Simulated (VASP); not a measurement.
# CuO (C2/c) in VASP: settings compared

Aim: see how the results for CuO move with the level of theory and the settings. Levels: PBE+D3(BJ), PBEsol+D4. Tasks: single point.

Program: VASP 6.6.1. These are calculated values, not measurements. Logs are shortened: lines on timing, memory, paths and dates and some standing lists are left out, and cuts for length are marked.

**1. The cell of the first run**

The structure is monoclinic, space group C2/c (No. 15). Conventional cell: a = 4.652 Å, b = 3.400 Å, c = 5.094 Å, α = 90.00°, β = 99.54°, γ = 90.00°. Cu (site symmetry -1) has 4 O at 1.94 to 1.95 Å within 2.6 Å. O (site symmetry 2) has 6 Cu at 1.94 to 2.77 Å and 6 O at 2.61 to 2.88 Å within 2.9 Å.

**2. Single point, PBE+D3(BJ)**

Input file INCAR:

```
  PREC = Accurate
  ENCUT = 820
  EDIFF = 1E-6
  ISMEAR = -1
  SIGMA = 0.05
  LREAL = F
  LASPH = T
  NELM = 120
  ALGO = Normal
  ISIF = 2
  LWAVE = F
  LCHARG = F
  GGA = PE
  IVDW = 12
  NBANDS = 33
  GGA_COMPAT = F
```

Input file KPOINTS:

```
regular mesh
0
Gamma
  10 10 5
```

Input file POSCAR:

```
CuO
1.0
    2.3261324123     -1.6998144190      0.0000000000
    2.3261324123      1.6998144190      0.0000000000
   -0.8443223728      0.0000000000      5.0239229397
Cu O
2 2
Direct
    0.5000000000      0.0000000000      0.5000000000
    0.0000000000      0.5000000000      0.0000000000
    0.4184000000      0.5816000000      0.7500000000
    0.5816000000      0.4184000000      0.2500000000
```

Potentials or basis: VASP PAW PBE potentials, release 64 (Cu_sv_GW, O).

Command:

```sh
$ cat potpaw_PBE.64/Cu_sv_GW/POTCAR potpaw_PBE.64/O/POTCAR > POTCAR
$ mpirun -np 1 vasp_std > vasp.out
```

OUTCAR:

```text
PREC = Accurate
   ENCUT = 820
   EDIFF = 1E-6
   ISMEAR = -1
   LREAL = F
   LASPH = T
   NELM = 120
   ISIF = 2
   GGA = PE
   IVDW = 12
 IVDW          = 12

 ion  position               nearest neighbor table
   1  0.500  0.000  0.500-   3 1.94   4 1.94   4 1.95   3 1.95
   2  0.000  0.500  0.000-   4 1.94   3 1.94   4 1.95   3 1.95
   3  0.418  0.582  0.750-   2 1.94   1 1.94   2 1.95   1 1.95
   4  0.582  0.418  0.250-   1 1.94   2 1.94   2 1.95   1 1.95

  LATTYP: Found a base centered monoclinic cell.
 ALAT       =     4.6522648246
 B/A-ratio  =     0.7307470589
 C/A-ratio  =     1.0950317057
 COS(beta)  =    -0.1657361228

  Lattice vectors:

 A1 = (   2.3261324123,  -1.6998144190,   0.0000000000)
 A2 = (   2.3261324123,   1.6998144190,   0.0000000000)
 A3 = (  -0.8443223728,   0.0000000000,   5.0239229397)

Analysis of symmetry for initial positions (statically):
=====================================================================
 Subroutine PRICEL returns:
 Original cell was already a primitive cell.

 Routine SETGRP: Setting up the symmetry group for a
 base centered monoclinic supercell.

 Subroutine GETGRP returns: Found  4 space group operations
 (whereof  2 operations were pure point group operations)
 out of a pool of  4 trial point group operations.

The static configuration has the point symmetry S_2 .
 The point group associated with its full space group is C_2h.

Analysis of symmetry for dynamics (positions and initial velocities):
=====================================================================
 Subroutine PRICEL returns:
 Original cell was already a primitive cell.

 Routine SETGRP: Setting up the symmetry group for a
 base centered monoclinic supercell.

 Subroutine GETGRP returns: Found  4 space group operations
 (whereof  2 operations were pure point group operations)
 out of a pool of  4 trial point group operations.

The dynamic configuration has the point symmetry S_2 .
 The point group associated with its full space group is C_2h.

 Subroutine INISYM returns: Found  4 space group operations
 (whereof  2 operations are pure point group operations),
 and found     1 'primitive' translations

----------------------------------------------------------------------------------------

                                     Primitive cell

  volume of cell :      39.7291

  direct lattice vectors                    reciprocal lattice vectors
[... 90 lines left out ...]
   NELM   =    120;   NELMIN=  2; NELMDL= -5     # of ELM steps
   EDIFF  = 0.1E-05   stopping-criterion for ELM
   LREAL  =      F    real-space projection
   EDIFFG = 0.1E-04   stopping-criterion for IOM
   NSW    =      0    number of steps for IOM
   IBRION =     -1    ionic relax: 0-MD 1-quasi-New 2-CG
   NFREE  =      0    steps in history (QN), initial steepest desc. (CG)
   ISIF   =      2    stress and relaxation
   ISYM   =      2    0-nonsym 1-usesym 2-fastsym
   POTIM  = 0.5000    time-step for ionic-motion
   TEBEG  =    0.0;   TEEND  =   0.0 temperature during run
   PSTRESS=    0.0 pullay stress
   NELECT =      50.0000    total number of electrons
   NUPDOWN=      -1.0000    fix difference up-down
   EMIN   =  10.00;   EMAX   =-10.00  energy-range for DOS
   EFERMI =   0.00;   METHOD = LEGACY
   ISMEAR =    -1;   SIGMA  =   0.05  broadening in eV -4-tet -1-fermi 0-gaus
   EFERMI_NEDOS =   21; number of points for ismear=-14 and -15
   IALGO  =     38    algorithm
   IMIX   =      4    mixing-type and parameters
     AMIX     =   0.40;   BMIX     =  1.00
     AMIX_MAG =   1.60;   BMIX_MAG =  1.00
  volume/ion in A,a.u.               =       9.93        67.03
  Fermi-wavevector in a.u.,A,eV,Ry     =   1.767510  3.340109 42.505844  3.124091
  Thomas-Fermi vector in A             =   2.834881
   LORBIT       =      0    0 simple, 1 ext, 2 COOP (PROOUT), +10 PAW based schemes
   GGA     = PE    functional components
   LHFCALC =     F    Hartree Fock is set to
   AEXX    =    0.0000 exact exchange contribution
   IVDW    =    12    specifies the selected vdW correction
   LEPSILON=     F    determine dielectric tensor
   LRPA    =     F    only Hartree local field effects (RPA)
 non-spin polarized calculation
  energy-cutoff  :      820.00
  volume of cell :       39.73
 maximum number of plane-waves:      2140
   NGX = 13   NGY = 13   NGZ = 23

 number of electron      50.0000003 magnetization

 Free energy of the ion-electron system (eV)
  ---------------------------------------------------
  ext. energy  EPLUGINS =         0.00000000
  ---------------------------------------------------
  free energy    TOTEN  =       -19.65926640 eV

  energy without entropy =      -19.64023282  energy(sigma->0) =      -19.64974961

 E-fermi :   6.0354     XC(G=0): -12.4087

 val. band max:        6.0289313450   @ k =  -0.4000   0.2000   0.4000
 cond. band min:       6.0396513468   @ k =   0.5000   0.0000   0.0000
 fundamental gap:      0.0107200018
 Fermi energy:         6.0353670537

 k-point     1 :       0.0000    0.0000    0.0000
  band No.  band energies     occupation
      1    -106.6439      2.00000
      2    -106.6433      2.00000
      3     -64.1735      2.00000
      4     -64.1732      2.00000
      5     -64.1427      2.00000
      6     -64.1330      2.00000
[... 853 lines left out ...]
     32      19.4946      0.00000
     33      20.5306      0.00000

 [... further k-points ...]

------------------------ aborting loop because EDIFF is reached ----------------------------------------

 Edisp (eV)   -1.15360

 E8    (eV) :    -0.4419

  FORCE on cell =-STRESS in cart. coord.  units (eV):
  Direction    XX          YY          ZZ          XY          YZ          ZX
  --------------------------------------------------------------------------------------
  -------------------------------------------------------------------------------------
  Total       0.98609     1.10946     0.96815     0.00000     0.00000    -0.41121
  in kB      39.76667    44.74172    39.04327     0.00000     0.00000   -16.58317
  external pressure =       41.18 kB  Pullay stress =        0.00 kB

 VOLUME and BASIS-vectors are now :
 -----------------------------------------------------------------------------
  energy-cutoff  :      820.00
  volume of cell :       39.73
      direct lattice vectors                 reciprocal lattice vectors
     2.326132412 -1.699814419  0.000000000     0.214949071 -0.294149758  0.036124421
     2.326132412  1.699814419  0.000000000     0.214949071  0.294149758  0.036124421
    -0.844322373  0.000000000  5.023922940     0.000000000  0.000000000  0.199047639

 POSITION                                       TOTAL-FORCE (eV/Angst)
 -----------------------------------------------------------------------------------
      0.74091     -0.84991      2.51196        -0.000000     -0.000000      0.000000
      1.16307      0.84991      0.00000        -0.000000      0.000000      0.000000
      1.69289      0.27741      3.76794        -0.000000     -0.190048      0.000000
      2.11505     -0.27741      1.25598         0.000000      0.190048      0.000000
 -----------------------------------------------------------------------------------
    total drift:                                0.000000      0.000000      0.000000

  FREE ENERGIE OF THE ION-ELECTRON SYSTEM (eV)
  ---------------------------------------------------
  free  energy   TOTEN  =       -20.8128650251 eV

  energy  without entropy=      -20.7938314519  energy(sigma->0) =      -20.80334824
```

It took 3.2 min on 1 thread of Intel Xeon 6975P-C (Granite Rapids), shared host; peak memory 0.46 GiB.

Results:

* Free energy: -20.8129 eV
* Pressure: 4.1 GPa
* Largest force: 0.190 eV/Å
* Band gap on the k mesh: zero (bands 25 and 26 overlap by 0.60 eV)
* Dispersion energy per atom: -0.288 eV

Forces on the atoms (eV/Å):
```
Cu   0.000  0.000  0.000
Cu   0.000  0.000  0.000
O    0.000 -0.190  0.000
O    0.000  0.190  0.000
```

Stress tensor (GPa, compression positive):
```
 3.98  0.00 -1.66
 0.00  4.47  0.00
-1.66  0.00  3.90
```

Caveat: the cell stands under pressure; semilocal functionals often make such compounds metallic where correlation or magnetic order opens a gap, which also shifts bond lengths. With open d or f shells a metallic result of PBE can be an artefact of self-interaction; +U or a hybrid may open a gap.

**3. Single point, PBEsol+D4**

This run uses another cell than the first one, of 10.54 Å³/atom.

Input file INCAR:

```
SYSTEM = CuO
  ALGO = Normal
  EDIFF = 1E-6
  ENCUT = 820
  GGA = PS
  GGA_COMPAT = .False.
  ISIF = 2
  ISMEAR = -1
  IVDW = 13
  LASPH = .True.
  LCHARG = .False.
  LREAL = .False.
  LWAVE = .False.
  NBANDS = 33
  NELM = 120
  PREC = Accurate
  SIGMA = 0.05
```

Input file KPOINTS:

```
k-points
0
Gamma
  10 10 5
  0 0 0
```

Input file POSCAR:

```
CuO
1.0
    2.3726673498     -1.7338196878      0.0000000000
    2.3726673498      1.7338196878      0.0000000000
   -0.8612132810      0.0000000000      5.1244279405
Cu O
2 2
Direct
    0.5000000000      0.0000000000      0.5000000000
    0.0000000000      0.5000000000      0.0000000000
    0.4184000000      0.5816000000      0.7500000000
    0.5816000000      0.4184000000      0.2500000000
```

Potentials or basis: VASP PAW PBE potentials, release 64 (Cu_sv_GW, O).

Command:

```sh
$ cat potpaw_PBE.64/Cu_sv_GW/POTCAR potpaw_PBE.64/O/POTCAR > POTCAR
$ mpirun -np 1 vasp_std > vasp.out
```

It took 3.4 min on 1 thread of AMD EPYC 9R45 (Zen 5), shared host; peak memory 0.44 GiB.

It converged, with:

| Property | Result |
| --- | --- |
| Free energy | -22.1730 eV |
| Pressure | -12.0 GPa |
| Largest force | 0.464 eV/Å |
| Band gap on the k mesh | zero (bands 25 and 26 overlap by 0.60 eV) |
| Dispersion energy per atom | -0.175 eV |

Forces in eV/Å, atoms in the order of the input:
```
Cu   0.000  0.000  0.000
Cu   0.000  0.000  0.000
O    0.000 -0.464  0.000
O    0.000  0.464  0.000
```

Stress tensor (GPa, compression positive):
```
-12.81   0.00   0.34
  0.00  -8.24   0.00
  0.34   0.00 -15.05
```

Levels at points of the mesh, in eV from the Fermi level:
| k point | band 23 | band 24 | band 25 | band 26 | band 27 | band 28 |
| --- | --- | --- | --- | --- | --- | --- |
| (0.00, 0.00, 0.00) | -2.03 | -1.55 | 0.21 | 0.91 | 1.50 | 5.81 |
| (0.50, 0.00, 0.00) | -1.42 | -1.33 | 0.00 | 0.26 | 4.72 | 6.00 |
| (0.50, 0.50, 0.00) | -1.62 | -1.14 | -0.61 | 1.03 | 3.28 | 6.80 |

Caveat: the stress differs along the axes, from -15 to -8 GPa; the PAW data sets were made with another functional, which shifts forces and pressure a little; semilocal functionals often make such compounds metallic where correlation or magnetic order opens a gap, which also shifts bond lengths.
